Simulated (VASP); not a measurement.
# InSb (I-4m2) in VASP: a series of runs, part 2 of 2

VASP 6.6.1. Earlier steps stand in the parts before.

## 3. Single point, PBEsol (zz strain of -1 %)

File INCAR:

```
SYSTEM = InSb
PREC     = Accurate       ! precision mode
ENCUT    = 520            ! plane-wave cutoff, eV
EDIFF    = 1E-6           ! SCF threshold, eV
ISMEAR   = -1             ! smearing method
SIGMA    = 0.05           ! smearing width, eV
LREAL    = .False.        ! projectors in reciprocal space
LASPH    = .True.         ! aspherical terms in the spheres
NELM     = 80             ! most SCF steps
ALGO     = Normal         ! electronic algorithm
ISIF     = 2              ! what is computed and relaxed
LWAVE    = .False.        ! write WAVECAR
LCHARG   = .False.        ! write CHGCAR
GGA      = PS             ! functional
NBANDS   = 16             ! bands
```

File KPOINTS:

```
regular mesh
0
Gamma
  9 9 9
  0 0 0
```

File POSCAR:

```
InSb
1.0
    0.0000000000      3.2391000000      3.2067090000
    3.2391000000      0.0000000000      3.2067090000
    3.2391000000      3.2391000000      0.0000000000
In Sb
1 1
Direct
    0.0000000000      0.0000000000      0.0000000000
    0.7500000000      0.7500000000      0.7500000000
```

Potentials or basis: VASP PAW PBE potentials, release 64 (In_d, Sb).

Launch:

```sh
cat potpaw_PBE.64/In_d/POTCAR potpaw_PBE.64/Sb/POTCAR > POTCAR
mpirun -np 1 vasp_std > vasp.out
```

OUTCAR:

```text
SYSTEM = InSb
   PREC = Accurate
   ENCUT = 520
   EDIFF = 1E-6
   ISMEAR = -1
   LREAL = .False.
   LASPH = .True.
   NELM = 80
   ISIF = 2
   GGA = PS

 ion  position               nearest neighbor table
   1  0.000  0.000  0.000-   2 2.80   2 2.80   2 2.80   2 2.80
   2  0.750  0.750  0.750-   1 2.80   1 2.80   1 2.80   1 2.80

  LATTYP: Found a body centered tetragonal cell.
 ALAT       =     4.5807791499
 C/A-ratio  =     1.4000714267

  Lattice vectors:
[... 191 lines left out ...]
      4      -9.4025      2.00000
      5      -9.4013      2.00000
      6      -5.7429      2.00000
[... 433 lines left out ...]
      3      -9.4465      2.00000
      4      -9.4235      2.00000
      5      -9.3916      2.00000
      6      -3.8181      2.00000
[... 8 lines left out ...]
     15      15.1342      0.00000
     16      15.8327      0.00000

 [... further k-points ...]
[... 5 lines left out ...]
  --------------------------------------------------------------------------------------
  -------------------------------------------------------------------------------------
  Total        0.5295371      0.5295371      0.6408264      0.0000000      0.0000000      0.0000000
  in kB       12.6086545     12.6086545     15.2585307      0.0000000      0.0000000      0.0000000
  external PRESSURE =      13.4919466 kB  Pullay stress =       0.0000000 kB

 VOLUME and BASIS-vectors are now :
 -----------------------------------------------------------------------------
  energy-cutoff  :      520.00
  volume of cell :       67.29
      direct lattice vectors                 reciprocal lattice vectors
     0.000000000  3.239100000  3.206709000    -0.154363867  0.154363867  0.155923097
     3.239100000  0.000000000  3.206709000     0.154363867 -0.154363867  0.155923097
     3.239100000  3.239100000  0.000000000     0.154363867  0.154363867 -0.155923097

 POSITION                                       TOTAL-FORCE (eV/Angst)
 -----------------------------------------------------------------------------------
      0.00000      0.00000      0.00000        -0.000000     -0.000000     -0.000000
      4.85865      4.85865      4.81006         0.000000      0.000000      0.000000
 -----------------------------------------------------------------------------------
    total drift:                                0.000000      0.000000     -0.000000

  FREE ENERGIE OF THE ION-ELECTRON SYSTEM (eV)
  ---------------------------------------------------
  free  energy   TOTEN  =        -7.6896212427 eV

  energy  without entropy=       -7.6892082635  energy(sigma->0) =       -7.68941475
```

stdout:

```text
POSCAR found type information on POSCAR InSb
 POSCAR found :  2 types and       2 ions
 scaLAPACK will be used
 -----------------------------------------------------------------------------
|                                                                             |
|                                                                             |
|     You enforced a specific xc type in the INCAR file but a different       |
|     I HOPE YOU KNOW WHAT YOU ARE DOING!                                     |
|                                                                             |
 -----------------------------------------------------------------------------

 LDA part: xc-table for (Slater+PW92), standard interpolation
 POSCAR, INCAR and KPOINTS ok, starting setup
 FFT: planning ... GRIDC
 FFT: planning ... GRID_SOFT
 FFT: planning ... GRID
 WAVECAR not read
 entering main loop
```

Run time: 26 s. Hardware: 1 thread of Intel Xeon 6975P-C (Granite Rapids), shared host; peak memory 0.25 GiB.

Results:

| Property | Result |
| --- | --- |
| Free energy | -7.6896 eV |
| Pressure | 1.3 GPa |

Stress tensor (GPa, compression positive):
```
1.26 0.00 0.00
0.00 1.26 0.00
0.00 0.00 1.53
```

Levels at points of the mesh, in eV from the Fermi level:
```
           k point  band 6  band 7  band 8  band 9  band 10  band 11  band 12  band 13
(0.00, 0.00, 0.00)  -10.87   -0.26   -0.07   -0.07    -0.02     2.86     2.88     2.88
```

Caveat: the cell differs from its parent crystal (zz strain of -1 %); the PAW data sets were made with another functional, which shifts forces and pressure a little; spin-orbit coupling is left out, which moves the levels of the heavy elements.

## 4. Single point, PBEsol (zz strain of +1 %)

File INCAR:

```
ALGO = Normal ; EDIFF = 1E-6
ENCUT = 520 ; GGA = PS
ISIF = 2 ; ISMEAR = -1
LASPH = T ; LCHARG = F
LREAL = F ; LWAVE = F
NBANDS = 16 ; NELM = 80
PREC = Accurate ; SIGMA = 0.05
```

File KPOINTS:

```
k-points
0
Gamma
  9 9 9
```

File POSCAR:

```
InSb
1.0
    0.0000000000      3.2391000000      3.2714910000
    3.2391000000      0.0000000000      3.2714910000
    3.2391000000      3.2391000000      0.0000000000
In Sb
1 1
Direct
    0.0000000000      0.0000000000      0.0000000000
    0.7500000000      0.7500000000      0.7500000000
```

Launch:

```sh
cat potpaw_PBE.64/In_d/POTCAR potpaw_PBE.64/Sb/POTCAR > POTCAR
mpirun -np 1 vasp_std > vasp.out
```

Run time: 31 s. Hardware: 1 thread of Intel Xeon 6975P-C (Granite Rapids), shared host; peak memory 0.25 GiB.

Results (log left out):

```yaml
Free_energy: -7.6973 eV
Pressure: 0.4 GPa
Band_gap_on_the_k_mesh: zero (filled and empty bands touch)
```

Stress tensor (GPa, compression positive):
```
0.50 0.00 0.00
0.00 0.50 0.00
0.00 0.00 0.22
```

Levels at points of the mesh, in eV from the Fermi level:
| k point | band 7 | band 8 | band 9 | band 10 | band 11 | band 12 |
| --- | --- | --- | --- | --- | --- | --- |
| (0.00, 0.00, 0.00) | -0.37 | -0.09 | -0.04 | -0.04 | 2.87 | 2.87 |

Caveat: the cell differs from its parent crystal (zz strain of +1 %); the PAW data sets were made with another functional, which shifts forces and pressure a little; spin-orbit coupling is left out, which moves the levels of the heavy elements.

## 5. Single point, PBEsol (zz strain of +2 %)

File INCAR:

```
ALGO = Normal
EDIFF = 1E-6
ENCUT = 520
GGA = PS
ISIF = 2
ISMEAR = -1
LASPH = T
LCHARG = T
LELF = T
LREAL = F
LVHAR = T
LWAVE = F
NBANDS = 16
NELM = 80
PREC = Accurate
SIGMA = 0.05
```

KPOINTS is that of step 4.

File POSCAR:

```
InSb
1.0
    0.0000000000      3.2391000000      3.3038820000
    3.2391000000      0.0000000000      3.3038820000
    3.2391000000      3.2391000000      0.0000000000
In Sb
1 1
Direct
    0.0000000000      0.0000000000      0.0000000000
    0.7500000000      0.7500000000      0.7500000000
```

Launch:

```sh
cat potpaw_PBE.64/In_d/POTCAR potpaw_PBE.64/Sb/POTCAR > POTCAR
mpirun -np 1 vasp_std > vasp.out
```

Run time: 28 s. Hardware: 1 thread of Intel Xeon 6975P-C (Granite Rapids), shared host; peak memory 0.25 GiB.

Results (log left out):

* Free energy: -7.6970 eV
* Pressure: 0.0 GPa
* Band gap on the k mesh: zero (filled and empty bands touch)

Stress tensor (GPa, compression positive):
```
 0.16  0.00  0.00
 0.00  0.16  0.00
 0.00  0.00 -0.40
```

Levels at points of the mesh, in eV from the Fermi level:
```tsv
k point	band 6	band 7	band 8	band 9	band 10	band 11	band 12	band 13
(0.00, 0.00, 0.00)	-10.69	-0.44	-0.13	-0.03	-0.03	2.85	2.85	2.90
```

Caveat: the cell differs from its parent crystal (zz strain of +2 %); the PAW data sets were made with another functional, which shifts forces and pressure a little; spin-orbit coupling is left out, which moves the levels of the heavy elements.

## 6. Summary

| cell | gap on the mesh (eV) | pressure (GPa) |
| --- | --- | --- |
| a = 4.535, b = 4.535, c = 4.581 Å, angles 59.7, 59.7, 60.7°, 2 atoms | 0.10 | 1.9 |
| a = 4.558, b = 4.558, c = 4.581 Å, angles 59.8, 59.8, 60.3°, 2 atoms | - | 1.3 |
| a = 4.604, b = 4.604, c = 4.581 Å, angles 60.2, 60.2, 59.7°, 2 atoms | none | 0.4 |
| a = 4.627, b = 4.627, c = 4.581 Å, angles 60.3, 60.3, 59.3°, 2 atoms | none | 0.0 |

Alike in all rows: task single point; level PBEsol; potentials or basis VASP PAW PBE potentials, release 64 (In_d, Sb); no spin polarisation; k mesh 9 × 9 × 9; cutoff (eV) 520; smearing fermi-dirac 0.05 eV.

Caveats: the PAW data sets were made with another functional, which shifts forces and pressure a little; spin-orbit coupling is left out, which moves the levels of the heavy elements.

Total energies depend on the potentials used, so only differences within one code and one set of settings carry meaning.
